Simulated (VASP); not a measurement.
Input of a VASP 6.6.1 run:

Contents of INCAR:

```
  PREC = Accurate
  ENCUT = 520
  EDIFF = 1E-7
  ISMEAR = -1
  SIGMA = 0.08
  LREAL = F
  LASPH = T
  NELM = 80
  ALGO = Normal
  ISIF = 2
  LWAVE = F
  LCHARG = F
  GGA = PE
  NBANDS = 12
```

File KPOINTS:

```
Automatic mesh
0
Gamma
  12 12 12
```

Contents of POSCAR:

```
Tl
1.0
    3.0185211107      0.0000000000      0.0000000000
    0.0000000000      3.0185211107      0.0000000000
    0.0000000000      0.0000000000      3.0185211107
Tl
1
Direct
    0.0000000000      0.0000000000      0.0000000000
```

Potentials or basis: VASP PAW PBE potentials, release 64 (Tl_d).

Launch:

```sh
$ cat potpaw_PBE.64/Tl_d/POTCAR > POTCAR
$ mpirun -np 1 vasp_std > vasp.out
```

**Question.** Predict the pressure.

**Answer.** 8.7 GPa.
